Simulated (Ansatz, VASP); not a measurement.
# One calculation of H, two programs

The input INCAR:

```
SYSTEM = H
  PREC = Accurate
  ENCUT = 520
  EDIFF = 1E-7
  ISMEAR = -1
  SIGMA = 0.01
  LREAL = .False.
  LASPH = .True.
  NELM = 80
  ALGO = Normal
  ISIF = 2
  LWAVE = .False.
  LCHARG = .False.
  GGA = PE
  NBANDS = 8
```

The input KPOINTS:

```
Automatic mesh
0
Gamma
  12 12 12
  0 0 0
```

Contents of POSCAR:

```
H
1.0
   -1.6686730936      1.6686730936      2.0306533635
    1.6686730936     -1.6686730936      2.0306533635
    1.6686730936      1.6686730936     -2.0306533635
H
2
Direct
    0.9098622900      0.9098622900      0.0000000000
    0.0901377100      0.0901377100      0.0000000000
```

Input for Ansatz:

```yaml
crystal:
  lattice:
    - [-1.6686730936, 1.6686730936, 2.0306533635]
    - [1.6686730936, -1.6686730936, 2.0306533635]
    - [1.6686730936, 1.6686730936, -2.0306533635]
  atoms:
    - { symbol: H, position: [0.90986229, 0.90986229, 0.0] }
    - { symbol: H, position: [0.09013771, 0.09013771, 0.0] }
kpoints:
  mp_grid: { grid: [12, 12, 12] }
scf:
  occupations: { method: fermi_dirac, width: 0.01 }
hamiltonian:
  xc: pbe
  pseudopotentials: { kind: all_electron, lapw: { basis_error: 0.0005 } }
output:
  forces: true
  stress: true
  eigenvalues: true
```

Change from the starting cell: functional pbe, volume scaled by 0.96.

Alike in both runs: task single point; functional PBE; k mesh 12 × 12 × 12; occupations fermi-dirac, width 0.01 eV; no spin polarisation.

|  | VASP | Ansatz |
| --- | --- | --- |
| version | VASP 6.6.1 | Ansatz 0.2.0 |
| potentials or method | VASP PAW PBE potentials, release 64 (H), cutoff 520 eV | all-electron LAPW, scalar-relativistic |

VASP gave:

| Property | Result |
| --- | --- |
| gap on the k mesh at the Fermi level (eV) | 8.97 |
| pressure (GPa) | 1.4 |
| traceless stress, the component that is largest in VASP (GPa) | 2.18 |
| rms of the force components (eV/Å) | 0.366 |

Which values does Ansatz return?

gap on the k mesh at the Fermi level (eV): 8.97; pressure (GPa): 1.6; traceless stress, the component that is largest in VASP (GPa): 2.24; rms of the force components (eV/Å): 0.367.

Atom by atom the forces differ by 0.002 eV/Å (rms over components). Ansatz ran all-electron here, and VASP with PAW potentials.
